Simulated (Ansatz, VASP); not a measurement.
## Two plane-wave programs on HfN

```
CELL_PARAMETERS angstrom
0.00000 2.27391 2.27391
2.27391 0.00000 2.27391
2.27391 2.27391 0.00000
ATOMIC_POSITIONS crystal
Hf 0.00000 0.00000 0.00000
N 0.50000 0.50000 0.50000
```

Alike in both runs: functional PBE; k mesh 16 × 16 × 16; occupations fermi-dirac, width 0.05 eV; no spin polarisation.

Ansatz relaxed the structure, and its values are those at the end. VASP's run is a single point on that final structure, the one shown.

```csv
,VASP,Ansatz
version,VASP 6.6.1,Ansatz 0.2.0
potentials or method,"VASP PAW PBE potentials, release 64 (Hf_pv, N)","PAW with Ansatz's default frozen-core files, scalar-relativistic"
plane-wave cutoff (eV),520,420
valence electrons in the cell,15,31
```

|  | VASP | Ansatz | Ansatz less VASP |
| --- | --- | --- | --- |
| pressure (GPa) | -2.3 | 0.0 | +2.34 |

VASP's potentials hold 15 valence electrons a cell and Ansatz's 31, so a difference there can come from the potentials and not from the codes.

Spin-orbit coupling is off throughout.
